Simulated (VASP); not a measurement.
Wanted: the native input for a VASP 6.6.1 run.

```
Task                   : single point
Functional             : PBE
Potentials or basis    : VASP PAW PBE potentials, release 64 (Pd)
Cutoff                 : 520 eV
k mesh                 : 20 × 20 × 20
Occupations            : gaussian, width 0.15 eV
Spin                   : no spin polarisation
Dipole correction      : no
Further INCAR settings : ALGO = Fast; EDIFF = 1e-07; NBANDS = 11
```

The structure of Pd lies in POSCAR:

```
Pd
1.0
    0.0291735000      1.9449000000      1.9449000000
    1.9740735000      0.0000000000      1.9740735000
    1.9449000000      1.9449000000      0.0291735000
Pd
1
Direct
    0.0000000000      0.0000000000      0.0000000000
```

This cell differs from its parent crystal: strain +0.0300 x Voigt [0, 0, 0, 0, 1, 0].

The input as run:

INCAR

```
PREC = Accurate
ENCUT = 520
EDIFF = 1E-7
ISMEAR = 0
SIGMA = 0.15
LREAL = F
LASPH = T
NELM = 100
ALGO = Fast
ISIF = 2
LWAVE = F
LCHARG = T
GGA = PE
LELF = T
LVHAR = T
NBANDS = 11
```

KPOINTS

```
Automatic mesh
0
Gamma
  20 20 20
```

Potentials or basis: VASP PAW PBE potentials, release 64 (Pd).

Launch:

```sh
$ cat potpaw_PBE.64/Pd/POTCAR > POTCAR
$ mpirun -np 1 vasp_std > vasp.out
```

It gave:

| Quantity | Value |
| --- | --- |
| Pressure | 7.5 GPa |
| Band gap on the k mesh | zero (band 5 reaches 10.13 eV, above the bottom of band 6 at 8.49 eV) |

Caveat: the cell differs from its parent crystal (strain +0.0300 x Voigt [0, 0, 0, 0, 1, 0]).

Wall time 2.2 min on 1 thread of Intel(R) Xeon(R) Platinum 8488C (Sapphire Rapids), with other jobs on the host, peak memory 0.29 GiB.
